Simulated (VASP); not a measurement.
# Zr (R-3m) in VASP: notebook

The runs below take Zr through single point, with PBE.

All numbers are computed with VASP 6.6.1; they aren't measurements. Logs are shortened: lines on timing, memory, paths and dates and some standing lists are left out, and cuts for length are marked.

## 1. The cell of the first run

Symmetry: R-3m, No. 166, trigonal system. The conventional cell has a = 2.531 Å, b = 2.531 Å, c = 12.400 Å, α = 90.00°, β = 90.00°, γ = 120.00°. Within 3.3 Å of Zr (site symmetry -3m) lie 6 Zr at 2.53 Å.

## 2. Single point, PBE

INCAR

```
SYSTEM = Zr
PREC     = Accurate       ! precision mode
ENCUT    = 520            ! plane-wave cutoff, eV
EDIFF    = 1E-7           ! SCF threshold, eV
ISMEAR   = 0              ! smearing method
SIGMA    = 0.15           ! smearing width, eV
LREAL    = .FALSE.        ! projectors in reciprocal space
LASPH    = .TRUE.         ! aspherical terms in the spheres
NELM     = 60             ! most SCF steps
ALGO     = Fast           ! electronic algorithm
ISIF     = 2              ! what is computed and relaxed
LWAVE    = .FALSE.        ! write WAVECAR
LCHARG   = .TRUE.         ! write CHGCAR
GGA      = PE             ! functional
LELF     = .TRUE.         ! ELF
LVHAR    = .TRUE.       
NBANDS   = 12             ! bands
```

KPOINTS

```
regular mesh
0
G
  20 20 20
  0 0 0
```

POSCAR

```
Zr
1.0
    1.1931964574      2.9829911435      2.9829911435
    2.9829911435      1.1931964574      2.9829911435
    2.9829911435      2.9829911435      1.1931964574
Zr
1
Direct
    0.0000000000      0.0000000000      0.0000000000
```

Potentials or basis: VASP PAW PBE potentials, release 64 (Zr_sv).

Run with:

```sh
> cat potpaw_PBE.64/Zr_sv/POTCAR > POTCAR
> mpirun -np 1 vasp_std > vasp.out
```

OUTCAR:

```text
SYSTEM = Zr
   PREC = Accurate
   ENCUT = 520
   EDIFF = 1E-7
   ISMEAR = 0
   LREAL = .FALSE.
   LASPH = .TRUE.
   NELM = 60
   ISIF = 2
   GGA = PE

 ion  position               nearest neighbor table
   1  0.000  0.000  0.000-

  LATTYP: Found a trigonal (rhomboedric) cell.
 ALAT       =     4.3840837253
 COS(alpha) =     0.8333333333

  Lattice vectors:

 A1 = (   1.1931964574,   2.9829911435,   2.9829911435)
 A2 = (   2.9829911435,   1.1931964574,   2.9829911435)
 A3 = (   2.9829911435,   2.9829911435,   1.1931964574)

Analysis of symmetry for initial positions (statically):
=====================================================================
 Subroutine PRICEL returns:
 Original cell was already a primitive cell.

 Routine SETGRP: Setting up the symmetry group for a
 trigonal (rhombohedral) supercell.

 Subroutine GETGRP returns: Found 12 space group operations
 (whereof 12 operations were pure point group operations)
 out of a pool of 12 trial point group operations.

The static configuration has the point symmetry D_3d.

Analysis of symmetry for dynamics (positions and initial velocities):
=====================================================================
 Subroutine PRICEL returns:
 Original cell was already a primitive cell.

 Routine SETGRP: Setting up the symmetry group for a
 trigonal (rhombohedral) supercell.

 Subroutine GETGRP returns: Found 12 space group operations
 (whereof 12 operations were pure point group operations)
 out of a pool of 12 trial point group operations.

The dynamic configuration has the point symmetry D_3d.

 Subroutine INISYM returns: Found 12 space group operations
 (whereof 12 operations are pure point group operations),
 and found     1 'primitive' translations

----------------------------------------------------------------------------------------

                                     Primitive cell

  volume of cell :      22.9335

  direct lattice vectors                    reciprocal lattice vectors
     1.193196457  2.982991144  2.982991144    -0.325921927  0.232801377  0.232801377
     2.982991144  1.193196457  2.982991144     0.232801377 -0.325921927  0.232801377
     2.982991144  2.982991144  1.193196457     0.232801377  0.232801377 -0.325921927

  length of vectors
     4.384083725  4.384083725  4.384083725     0.463268890  0.463268890  0.463268890

  position of ions in fractional coordinates (direct lattice)
     0.000000000  0.000000000  0.000000000

  ion indices of the primitive-cell ions
   primitive index   ion index
                 1           1

----------------------------------------------------------------------------------------

 KPOINTS: regular mesh

Automatic generation of k-mesh.
 Grid dimensions read from file:
 generate k-points for:   20   20   20

 Generating k-lattice:

  Cartesian coordinates                     Fractional coordinates (reciprocal lattice)
    -0.016296096  0.011640069  0.011640069     0.050000000  0.000000000  0.000000000
     0.011640069 -0.016296096  0.011640069     0.000000000  0.050000000  0.000000000
     0.011640069  0.011640069 -0.016296096     0.000000000  0.000000000  0.050000000

  Length of vectors
     0.023163445  0.023163445  0.023163445

  Shift w.r.t. Gamma in fractional coordinates (k-lattice)
     0.000000000  0.000000000  0.000000000

 Subroutine IBZKPT returns following result:
 ===========================================

 Found    781 irreducible k-points:

 Following reciprocal coordinates:
            Coordinates               Weight
  0.000000  0.000000  0.000000      1.000000
  0.050000  0.000000  0.000000      6.000000
  0.100000  0.000000  0.000000      6.000000
  0.150000  0.000000  0.000000      6.000000
  0.200000  0.000000  0.000000      6.000000
  0.250000  0.000000  0.000000      6.000000
[... 16 lines left out ...]
 -0.400000  0.050000 -0.000000     12.000000
 -0.350000  0.050000  0.000000     12.000000
 [... further k-points ...]
   k-points           NKPTS =    781   k-points in BZ     NKDIM =    781   number of bands    NBANDS=     12
   number of dos      NEDOS =    301   number of ions     NIONS =      1
   total plane-waves  NPLWV =  46656
   dimension x,y,z NGX =    36 NGY =   36 NGZ =   36
   dimension x,y,z NGXF=    72 NGYF=   72 NGZF=   72
   ions per type =               1
   NGX,Y,Z   is equivalent  to a cutoff of  13.65, 13.65, 13.65 a.u.
   NGXF,Y,Z  is equivalent  to a cutoff of  27.30, 27.30, 27.30 a.u.
 SYSTEM =  Zr
   PREC   = accura    normal or accurate (medium, high low for compatibility)
   ISTART =      0    job   : 0-new  1-cont  2-samecut
   ICHARG =      2    charge: 1-file 2-atom 10-const
   ISPIN  =      1    spin polarized calculation?
   LNONCOLLINEAR =      F non collinear calculations
   LSORBIT =      F    spin-orbit coupling
   LASPH  =      T    aspherical Exc in radial PAW
   ENCUT  =  520.0 eV  38.22 Ry    6.18 a.u.   8.15  8.15  8.15*2*pi/ulx,y,z
   NELM   =     60;   NELMIN=  2; NELMDL= -5     # of ELM steps
   EDIFF  = 0.1E-06   stopping-criterion for ELM
   LREAL  =      F    real-space projection
   EDIFFG = 0.1E-05   stopping-criterion for IOM
   NSW    =      0    number of steps for IOM
   IBRION =     -1    ionic relax: 0-MD 1-quasi-New 2-CG
   NFREE  =      0    steps in history (QN), initial steepest desc. (CG)
   ISIF   =      2    stress and relaxation
   ISYM   =      2    0-nonsym 1-usesym 2-fastsym
   POTIM  = 0.5000    time-step for ionic-motion
   TEBEG  =    0.0;   TEEND  =   0.0 temperature during run
   PSTRESS=    0.0 pullay stress
   NELECT =      12.0000    total number of electrons
   NUPDOWN=      -1.0000    fix difference up-down
   EMIN   =  10.00;   EMAX   =-10.00  energy-range for DOS
   EFERMI =   0.00;   METHOD = LEGACY
   ISMEAR =     0;   SIGMA  =   0.15  broadening in eV -4-tet -1-fermi 0-gaus
   EFERMI_NEDOS =   21; number of points for ismear=-14 and -15
   IALGO  =     68    algorithm
   IMIX   =      4    mixing-type and parameters
     AMIX     =   0.40;   BMIX     =  1.00
     AMIX_MAG =   1.60;   BMIX_MAG =  1.00
  volume/ion in A,a.u.               =      22.93       154.76
  Fermi-wavevector in a.u.,A,eV,Ry     =   1.319204  2.492935 23.678216  1.740300
  Thomas-Fermi vector in A             =   2.449119
   LORBIT       =      0    0 simple, 1 ext, 2 COOP (PROOUT), +10 PAW based schemes
   GGA     = PE    functional components
   LHFCALC =     F    Hartree Fock is set to
   AEXX    =    0.0000 exact exchange contribution
   IVDW    =     0    specifies the selected vdW correction
   LEPSILON=     F    determine dielectric tensor
   LRPA    =     F    only Hartree local field effects (RPA)
 non-spin polarized calculation
 RMM-DIIS sequential band-by-band and
 Gauss-broadening in eV      SIGMA  =   0.15
  energy-cutoff  :      520.00
  volume of cell :       22.93
 maximum number of plane-waves:       636
 NGX is ok and might be reduce to    36

 number of electron      12.0000000 magnetization

 Free energy of the ion-electron system (eV)
  ---------------------------------------------------
  ext. energy  EPLUGINS =         0.00000000
  ---------------------------------------------------
  free energy    TOTEN  =        -6.40145310 eV

  energy without entropy =       -6.39282123  energy(sigma->0) =       -6.39713716

 E-fermi :   8.4701     XC(G=0): -10.6264

 val. band max:        8.4687867590   @ k =  -0.2500   0.3500   0.1000
 cond. band min:       8.4704341498   @ k =  -0.3500   0.3000   0.0500
 fundamental gap:      0.0016473908
 Fermi energy:         8.4701430960

 k-point     1 :       0.0000    0.0000    0.0000
  band No.  band energies     occupation
      1     -40.4894      2.00000
      2     -18.3460      2.00000
      3     -15.7384      2.00000
      4     -15.7384      2.00000
      5       4.3272      2.00000
      6       6.0625      2.00000
      7      10.0933      0.00000
      8      10.0933      0.00000
      9      13.9763      0.00000
     10      15.7584      0.00000
     11      15.7584      0.00000
     12      22.0539      0.00000

 k-point     2 :       0.0500    0.0000    0.0000
  band No.  band energies     occupation
      1     -40.4640      2.00000
      2     -18.3248      2.00000
      3     -15.8786      2.00000
      4     -15.7684      2.00000
      5       4.4469      2.00000
      6       6.2119      2.00000
      7       9.9026      0.00000
      8      10.2451      0.00000
      9      13.3229      0.00000
     10      15.6876      0.00000
     11      16.3501      0.00000
     12      22.4644      0.00000

 k-point     3 :       0.1000    0.0000    0.0000
  band No.  band energies     occupation
      1     -40.3896      2.00000
      2     -18.2626      2.00000
      3     -16.2753      2.00000
      4     -15.8545      2.00000
      5       4.7709      2.00000
      6       6.6252      2.00000
      7       9.4620      0.00000
      8      10.6951      0.00000
      9      12.1926      0.00000
     10      15.4886      0.00000
     11      17.2769      0.00000
     12      23.2276      0.00000
[... 286 lines left out ...]
 k-point    23 :      -0.4000    0.0500   -0.0000
  band No.  band energies     occupation
      1     -39.3891      2.00000
      2     -20.2764      2.00000
      3     -17.4504      2.00000
      4     -16.8848      2.00000
      5       4.7749      2.00000
      6       6.3536      2.00000
      7      10.0937      0.00000
      8      13.1861      0.00000
      9      13.9104      0.00000
     10      17.9959      0.00000
     11      19.6439      0.00000
     12      21.9160      0.00000

 k-point    24 :      -0.3500    0.0500    0.0000
  band No.  band energies     occupation
      1     -39.5058      2.00000
      2     -19.8901      2.00000
      3     -17.5422      2.00000
      4     -16.7846      2.00000
      5       5.0692      2.00000
      6       6.7703      2.00000
      7       9.1146      0.00000
      8      13.3706      0.00000
      9      13.6468      0.00000
     10      17.2284      0.00000
     11      19.2186      0.00000
     12      22.3575      0.00000

 [... further k-points ...]
[... 5 lines left out ...]
  --------------------------------------------------------------------------------------
  -------------------------------------------------------------------------------------
  Total        4.6456464      4.6456464      4.6456464     -3.6081371     -3.6081371     -3.6081371
  in kB      324.5541000    324.5541000    324.5541000   -252.0716383   -252.0716383   -252.0716383
  external PRESSURE =     324.5541000 kB  Pullay stress =       0.0000000 kB

 VOLUME and BASIS-vectors are now :
 -----------------------------------------------------------------------------
  energy-cutoff  :      520.00
  volume of cell :       22.93
      direct lattice vectors                 reciprocal lattice vectors
     1.193196457  2.982991144  2.982991144    -0.325921927  0.232801377  0.232801377
     2.982991144  1.193196457  2.982991144     0.232801377 -0.325921927  0.232801377
     2.982991144  2.982991144  1.193196457     0.232801377  0.232801377 -0.325921927

 POSITION                                       TOTAL-FORCE (eV/Angst)
 -----------------------------------------------------------------------------------
      0.00000      0.00000      0.00000         0.000000     -0.000000      0.000000
 -----------------------------------------------------------------------------------
    total drift:                                0.000000      0.000000      0.000000

  FREE ENERGIE OF THE ION-ELECTRON SYSTEM (eV)
  ---------------------------------------------------
  free  energy   TOTEN  =        -6.4014531002 eV

  energy  without entropy=       -6.3928212266  energy(sigma->0) =       -6.39713716
```

Run time: 11 min. Hardware: 1 thread of Intel Xeon Platinum 8488C (Sapphire Rapids), shared host; peak memory 0.39 GiB.

What came out:

| Property | Result |
| --- | --- |
| Free energy | -6.4015 eV |
| Pressure | 32.5 GPa |
| Band gap on the k mesh | zero (bands 6 and 7 overlap by 1.12 eV) |

Caveat: the cell stands under pressure.

## 3. Single point, PBE

This run uses another cell than the first one, of the same volume but with other edges.

INCAR

```
ALGO = Fast ; EDIFF = 1E-6
ENCUT = 520 ; GGA = PE
ISIF = 2 ; ISMEAR = 0
LASPH = True ; LCHARG = False
LREAL = False ; LWAVE = False
NBANDS = 12 ; NELM = 100
PREC = Accurate ; SIGMA = 0.15
```

KPOINTS

```
k-points
0
Gamma
  20 20 20
```

POSCAR

```
Zr
1.0
   -0.4886904313      2.0390186960      2.0390186960
    2.0390186960     -0.4886904313      2.0390186960
    2.0390186960      2.0390186960     -0.4886904313
Zr
1
Direct
    0.0000000000      0.0000000000      0.0000000000
```

Potentials or basis: VASP PAW PBE potentials, release 64 (Zr_sv).

Run with:

```sh
> cat potpaw_PBE.64/Zr_sv/POTCAR > POTCAR
> mpirun -np 1 vasp_std > vasp.out
```

OUTCAR:

```text
EDIFF = 1E-6
   ENCUT = 520
   GGA = PE
   ISIF = 2
   ISMEAR = 0
   LASPH = True
   LREAL = False
   NELM = 100
   PREC = Accurate

 ion  position               nearest neighbor table
   1  0.000  0.000  0.000-

  LATTYP: Found a trigonal (rhomboedric) cell.
 ALAT       =     2.9247244012
 COS(alpha) =     0.2530624440

  Lattice vectors:

 A1 = (  -0.4886904313,   2.0390186960,   2.0390186960)
 A2 = (   2.0390186960,  -0.4886904313,   2.0390186960)
 A3 = (   2.0390186960,   2.0390186960,  -0.4886904313)

Analysis of symmetry for initial positions (statically):
=====================================================================
 Subroutine PRICEL returns:
 Original cell was already a primitive cell.

 Routine SETGRP: Setting up the symmetry group for a
 trigonal (rhombohedral) supercell.

 Subroutine GETGRP returns: Found 12 space group operations
 (whereof 12 operations were pure point group operations)
 out of a pool of 12 trial point group operations.

The static configuration has the point symmetry D_3d.

Analysis of symmetry for dynamics (positions and initial velocities):
=====================================================================
 Subroutine PRICEL returns:
 Original cell was already a primitive cell.

 Routine SETGRP: Setting up the symmetry group for a
 trigonal (rhombohedral) supercell.

 Subroutine GETGRP returns: Found 12 space group operations
 (whereof 12 operations were pure point group operations)
 out of a pool of 12 trial point group operations.

The dynamic configuration has the point symmetry D_3d.

 Subroutine INISYM returns: Found 12 space group operations
 (whereof 12 operations are pure point group operations),
 and found     1 'primitive' translations

----------------------------------------------------------------------------------------

                                     Primitive cell

[... 110 lines left out ...]
  Fermi-wavevector in a.u.,A,eV,Ry     =   1.319204  2.492935 23.678216  1.740300
  Thomas-Fermi vector in A             =   2.449119
   LORBIT       =      0    0 simple, 1 ext, 2 COOP (PROOUT), +10 PAW based schemes
   GGA     = PE    functional components
   LHFCALC =     F    Hartree Fock is set to
   AEXX    =    0.0000 exact exchange contribution
   IVDW    =     0    specifies the selected vdW correction
   LEPSILON=     F    determine dielectric tensor
   LRPA    =     F    only Hartree local field effects (RPA)
 non-spin polarized calculation
 RMM-DIIS sequential band-by-band and
 Gauss-broadening in eV      SIGMA  =   0.15
  energy-cutoff  :      520.00
  volume of cell :       22.93
 maximum number of plane-waves:       638
 NGX is ok and might be reduce to    24

 number of electron      12.0000000 magnetization

 Free energy of the ion-electron system (eV)
  ---------------------------------------------------
  ext. energy  EPLUGINS =         0.00000000
  ---------------------------------------------------
  free energy    TOTEN  =        -8.09903481 eV

  energy without entropy =       -8.08266697  energy(sigma->0) =       -8.09085089

 E-fermi :   8.7623     XC(G=0): -11.0878

 val. band max:        8.7587003742   @ k =  -0.1000   0.4000   0.1000
 cond. band min:       8.7632387488   @ k =  -0.2000   0.2000   0.0500
 fundamental gap:      0.0045383746
 Fermi energy:         8.7623113384

 k-point     1 :       0.0000    0.0000    0.0000
  band No.  band energies     occupation
      1     -39.6297      2.00000
      2     -17.1258      2.00000
      3     -17.1258      2.00000
      4     -16.7969      2.00000
      5       3.5901      2.00000
      6       7.9919      2.00000
      7       7.9919      2.00000
      8      13.4298      0.00000
      9      13.6005      0.00000
     10      13.6005      0.00000
     11      19.9907      0.00000
     12      22.6883      0.00000
[... 331 lines left out ...]
 k-point    24 :      -0.3500    0.0500    0.0000
  band No.  band energies     occupation
      1     -39.5009      2.00000
      2     -18.0356      2.00000
      3     -17.0966      2.00000
      4     -16.8983      2.00000
      5       5.9807      2.00000
      6       8.2995      1.99999
      7       9.1630      0.00016
      8      12.5557      0.00000
      9      13.1199      0.00000
     10      13.3220      0.00000
     11      18.6062      0.00000
     12      22.1574      0.00000

 [... further k-points ...]
[... 5 lines left out ...]
  --------------------------------------------------------------------------------------
  -------------------------------------------------------------------------------------
  Total        0.3067224      0.3067224      0.3067224      0.8822372      0.8822372      0.8822372
  in kB       21.4282372     21.4282372     21.4282372     61.6348456     61.6348456     61.6348456
  external PRESSURE =      21.4282372 kB  Pullay stress =       0.0000000 kB

 VOLUME and BASIS-vectors are now :
 -----------------------------------------------------------------------------
  energy-cutoff  :      520.00
  volume of cell :       22.93
      direct lattice vectors                 reciprocal lattice vectors
    -0.488690431  2.039018696  2.039018696    -0.170876023  0.224739117  0.224739117
     2.039018696 -0.488690431  2.039018696     0.224739117 -0.170876023  0.224739117
     2.039018696  2.039018696 -0.488690431     0.224739117  0.224739117 -0.170876023

 POSITION                                       TOTAL-FORCE (eV/Angst)
 -----------------------------------------------------------------------------------
      0.00000      0.00000      0.00000        -0.000000      0.000000     -0.000000
 -----------------------------------------------------------------------------------
    total drift:                                0.000000      0.000000      0.000000

  FREE ENERGIE OF THE ION-ELECTRON SYSTEM (eV)
  ---------------------------------------------------
  free  energy   TOTEN  =        -8.0990348078 eV

  energy  without entropy=       -8.0826669687  energy(sigma->0) =       -8.09085089
```

stdout:

```text
POSCAR found type information on POSCAR Zr
 POSCAR found :  1 types and       1 ions
 scaLAPACK will be used
 LDA part: xc-table for (Slater+PW92), standard interpolation
 POSCAR, INCAR and KPOINTS ok, starting setup
 FFT: planning ... GRIDC
 FFT: planning ... GRID_SOFT
 FFT: planning ... GRID
 WAVECAR not read
 entering main loop
WARNING in EDDRMM: call to ZHEGV failed, returncode =   8  4     10
WARNING in EDDRMM: call to ZHEGV failed, returncode =   6  3      6
WARNING in EDDRMM: call to ZHEGV failed, returncode =   6  3      6
WARNING in EDDRMM: call to ZHEGV failed, returncode =   8  4      7
WARNING in EDDRMM: call to ZHEGV failed, returncode =   6  3      6
WARNING in EDDRMM: call to ZHEGV failed, returncode =   6  3     10
WARNING in EDDRMM: call to ZHEGV failed, returncode =   6  3     10
```

Run time: 2.2 min. Hardware: 1 thread of Intel Xeon Platinum 8488C (Sapphire Rapids), shared host; peak memory 0.31 GiB.

Results:

- Free energy: -8.0990 eV
- Pressure: 2.1 GPa
- Band gap on the k mesh: zero (bands 6 and 7 overlap by 1.98 eV)

Stress tensor (GPa, compression positive):
```
2.14 6.16 6.16
6.16 2.14 6.16
6.16 6.16 2.14
```
